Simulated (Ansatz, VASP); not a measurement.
# TiO2: VASP beside Ansatz

```xyz
12
Lattice="3.8180 0.0000 0.0000 0.0000 3.8180 0.0000 0.0000 0.0000 9.9217" Properties=species:S:1:pos:R:3 pbc="T T T"
Ti    0.0000    0.0000    0.0000
Ti    0.0000    1.9090    2.4804
Ti    1.9090    1.9090    4.9609
Ti    1.9090    0.0000    7.4413
O     0.0000    1.9090    4.5008
O     0.0000    0.0000    2.0203
O     0.0000    1.9090    0.4601
O     1.9090    1.9090    2.9405
O     1.9090    0.0000    9.4616
O     1.9090    1.9090    6.9812
O     1.9090    0.0000    5.4210
O     0.0000    0.0000    7.9014
```

Change from the starting cell: strain along c alone, the other axes held, atoms relaxed: +1.5 %.

Alike in both runs: functional PBE; k mesh 6 × 6 × 4; occupations gaussian, width 0.02 eV; no spin polarisation; Hubbard terms Ti d U = 4.0 eV.

Ansatz relaxed the structure, and its values are those at the end. VASP's run is a single point on that final structure, the one shown.

|  | VASP | Ansatz |
| --- | --- | --- |
| version | VASP 6.6.1 | Ansatz 0.2.0 |
| potentials or method | VASP PAW PBE potentials, release 64 (Ti_sv, O), cutoff 520 eV | scalar-relativistic, plane waves, PAW |
| valence electrons in the cell | 96 | 96 |

Ansatz gave:

```
gap on the k mesh at the Fermi level (eV) : 2.70
least direct gap on the mesh (eV)         : 2.72
pressure (GPa)                            : -2.3
rms of the force components (eV/Å)        : 0.002
```

**Question.** What did VASP give for the same quantities?

**Answer.** gap on the k mesh at the Fermi level (eV): 2.74; least direct gap on the mesh (eV): 2.75; pressure (GPa): 1.7; rms of the force components (eV/Å): 0.066.

The programs project onto different local orbitals, so the same U acts differently, and such runs can settle in different states. Ansatz's warnings: stress scf threshold loose.
